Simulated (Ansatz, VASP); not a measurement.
Os: VASP beside Ansatz

File INCAR:

```
ALGO = Normal ; EDIFF = 1E-7
EDIFFG = -0.02 ; ENCUT = 600
GGA = PS ; IBRION = 2
ISIF = 3 ; ISMEAR = -1
LASPH = True ; LCHARG = False
LREAL = False ; LWAVE = False
NELM = 100 ; NSW = 80
PREC = Accurate ; SIGMA = 0.05
```

File KPOINTS:

```
k-points
0
Gamma
  11 11 6
```

POSCAR

```
Os
1.0
    2.7341000000      0.0000000000      0.0000000000
   -1.3670500000      2.3678000565      0.0000000000
    0.0000000000      0.0000000000      4.3197000000
Os
2
Direct
    0.6666666667      0.3333333333      0.7500000000
    0.3333333333      0.6666666667      0.2500000000
```

input.yaml

```yaml
crystal:
  lattice:
    - [2.7341, 0.0, 0.0]
    - [-1.36705, 2.3678000565, 0.0]
    - [0.0, 0.0, 4.3197]
  atoms:
    - { symbol: Os, position: [0.6666666667, 0.3333333333, 0.75] }
    - { symbol: Os, position: [0.3333333333, 0.6666666667, 0.25] }
kpoints:
  mp_grid: { grid: [11, 11, 6] }
scf:
  occupations: { method: fermi_dirac, width: 0.05 }
hamiltonian:
  xc: pbesol
  pseudopotentials: { kind: all_electron, lapw: { basis_error: 0.001 } }
output:
  forces: true
  stress: true
relax:
  f_tol: 0.02
  max_steps: 60
  cell: {}
```

Alike in both runs: task relaxation of cell and atoms; functional PBEsol; k mesh 11 × 11 × 6; occupations fermi-dirac, width 0.05 eV; no spin polarisation.

|  | VASP | Ansatz |
| --- | --- | --- |
| version | VASP 6.6.1 | Ansatz 0.2.0 |
| potentials or method | VASP PAW PBE potentials, release 64 (Os), cutoff 600 eV | all-electron LAPW, scalar-relativistic |

Ansatz gave:

* relaxed volume (Å³/atom): 13.89
* relaxed cell length with the largest relative difference (Å): 2.728

**Question.** What did VASP give for the same quantities?

**Answer.** Relaxed volume (Å³/atom): 13.92; relaxed cell length with the largest relative difference (Å): 2.730.

VASP's potentials were made for PBE, not for PBEsol. Ansatz ran all-electron here, and VASP with PAW potentials.

Spin-orbit coupling is off throughout.
